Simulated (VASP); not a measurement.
# Be2S: single point with PBE

Crystal: Be2S.

```
Be S
1.0
     3.25550    0.00000    0.00000
    -1.62775    2.81934    0.00000
     0.00000    0.00000    4.44923
Be S
2 1
Direct
  0.33333 0.66667 0.73438
  0.33333 0.66667 0.26562
  0.00000 0.00000 0.00000
```

- Program: VASP 6.6.1
- Task: single point
- Functional: PBE
- Potentials or basis: VASP PAW PBE potentials, release 64 (Be, S)
- Cutoff: 520 eV
- k mesh: 12 × 12 × 8
- Occupations: gaussian, width 0.1 eV
- Spin: no spin polarisation

```yaml
Pressure: 0.0 GPa
Largest_force: 0.006 eV/Å
Band_gap_on_the_k_mesh: zero (band 5 reaches 5.41 eV, above the bottom of band 6 at 4.87 eV)
```

Forces on the atoms (eV/Å):
```
Be   0.000  0.000 -0.006
Be   0.000  0.000  0.006
S    0.000  0.000  0.000
```

Levels at points of the mesh, in eV from the Fermi level:
| k point | band 3 | band 4 | band 5 | band 6 | band 7 | band 8 |
| --- | --- | --- | --- | --- | --- | --- |
| (0.00, 0.00, 0.00) | -3.70 | -2.56 | -2.56 | 2.81 | 4.04 | 4.04 |
| (0.50, 0.00, 0.00) | -4.62 | -4.29 | -0.73 | 0.64 | 1.80 | 3.13 |
| (0.00, 0.00, 0.50) | -2.47 | -2.47 | -0.01 | 2.88 | 4.76 | 4.76 |
| (0.50, 0.00, 0.50) | -5.63 | -4.13 | -2.02 | 1.72 | 3.09 | 3.30 |

Run time: 28 s on 1 thread of Intel(R) Xeon(R) Platinum 8375C CPU @ 2.90GHz (Ice Lake) (shared host), peak memory 0.17 GiB.
